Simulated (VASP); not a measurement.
Input of a VASP 6.6.1 run:

POSCAR

```
CaSe
1.0
    3.6347849158      0.0000000000      0.0000000000
    0.0000000000      3.6347849158      0.0000000000
    0.0000000000      0.0000000000      3.6347849158
Ca Se
1 1
Direct
    0.0000000000      0.0000000000      0.0000000000
    0.5000000000      0.5000000000      0.5000000000
```

Contents of INCAR.step1:

```
PREC = Accurate ; ENCUT = 520
ISMEAR = 0 ; SIGMA = 0.01
LREAL = False ; LASPH = True
NELM = 80 ; NBANDS = 15
GGA = PE ; ALGO = Normal
EDIFF = 1E-4 ; LWAVE = True
LCHARG = False
```

INCAR.step2

```
PREC = Accurate ; ENCUT = 520
EDIFF = 1E-6 ; ISMEAR = 0
SIGMA = 0.01 ; LREAL = False
LASPH = True ; NELM = 80
ALGO = Normal ; ISIF = 2
LWAVE = False ; LCHARG = True
METAGGA = R2SCAN ; LMIXTAU = True
LELF = True ; LVHAR = True
NBANDS = 15 ; ISTART = 1
```

The input KPOINTS:

```
Automatic mesh
0
Gamma
  8 8 8
```

Potentials or basis: VASP PAW PBE potentials, release 64 (Ca_sv, Se).

Run with:

```bash
$ cat potpaw_PBE.64/Ca_sv/POTCAR potpaw_PBE.64/Se/POTCAR > POTCAR
$ cp INCAR.step1 INCAR
$ mpirun -np 1 vasp_std > vasp.out
$ cp INCAR.step2 INCAR
$ mpirun -np 1 vasp_std > vasp.out
```

Question: Predict the pressure.

Answer: 0.2 GPa.

Question: Estimate the band gap on the k mesh.

Answer: 1.24 eV, direct.

Caveat: the PAW data sets were made with another functional, which shifts forces and pressure a little. r2SCAN opens gaps a little over a GGA but as a rule still falls short of measured ones.
